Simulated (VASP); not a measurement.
Wanted: the native input for a VASP 6.6.1 run.

```
Task                   : single point
Functional             : PBEsol
Potentials or basis    : VASP PAW PBE potentials, release 64 (Mn_pv)
Cutoff                 : 520 eV
k mesh                 : 9 × 9 × 9
Occupations            : gaussian, width 0.1 eV
Spin                   : collinear spin, ferromagnetic start
Starting moments       : [4.0, 4.0, 4.0] μB
Dipole correction      : no
Further INCAR settings : ALGO = Normal; EDIFF = 1e-06; NBANDS = 30
```

The structure of Mn lies in POSCAR:

```
Mn
1.0
    1.3944264440      0.8050724828      6.7391755069
   -1.3944264440      0.8050724828      6.7391755069
    0.0000000000     -1.6101449656      6.7391755069
Mn
3
Direct
    0.0000000000      0.0000000000      0.0000000000
    0.2222200000      0.2222200000      0.2222200000
    0.7777800000      0.7777800000      0.7777800000
```

One way to write it, as run:

INCAR

```
PREC = Accurate ; ENCUT = 520
EDIFF = 1E-6 ; ISMEAR = 0
SIGMA = 0.1 ; LREAL = F
LASPH = T ; NELM = 150
ALGO = Normal ; ISIF = 2
LWAVE = F ; LCHARG = F
ISPIN = 2 ; MAGMOM = 4 4 4
LORBIT = 11 ; LMAXMIX = 4
GGA = PS ; NBANDS = 30
```

KPOINTS

```
Automatic mesh
0
Gamma
  9 9 9
```

Potentials or basis: VASP PAW PBE potentials, release 64 (Mn_pv).

Command:

```sh
$ cat potpaw_PBE.64/Mn_pv/POTCAR > POTCAR
$ mpirun -np 1 vasp_std > vasp.out
```

It gave:

```json
{
 "Pressure": "-11.1 GPa",
 "Largest force": "0.049 eV/Å",
 "Net moment": "10.43 μB per cell",
 "Site moments": "Mn +3.35 μB",
 "Valence electrons inside the program's atomic spheres": "Mn 11.53"
}
```

Caveat: the PAW data sets were made with another functional, which shifts forces and pressure a little.

Wall time 15 min on 1 thread of AMD EPYC 9R45 96-Core Processor (Zen 5) (shared host), peak memory 0.54 GiB.
